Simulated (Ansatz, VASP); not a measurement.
P: VASP beside Ansatz

```
P
1.0
     4.45591    0.00000    0.00000
    -2.22795    3.85893    0.00000
     0.00000    0.00000    2.51181
P
3
Direct
  0.00000 0.00000 0.00000
  0.33333 0.66667 0.50000
  0.66667 0.33333 0.50000
```

Alike in both runs: task single point; functional PBE; k mesh 9 × 9 × 14; occupations fermi-dirac, width 0.1 eV; no spin polarisation.

|  | VASP | Ansatz |
| --- | --- | --- |
| version | VASP 6.6.1 | Ansatz 0.2.0 |
| potentials or method | VASP PAW PBE potentials, release 64 (P), cutoff 520 eV | plane waves (420 eV) with PAW, scalar-relativistic |
| valence electrons in the cell | 15 | 15 |

```csv
,VASP,Ansatz,Ansatz less VASP
pressure (GPa),-0.3,-0.2,+0.20
"traceless stress, the component that is largest in VASP (GPa)",-0.81,-0.77,+0.044
```

The functional is the same, so the differences come from potentials, cutoffs and numerics.
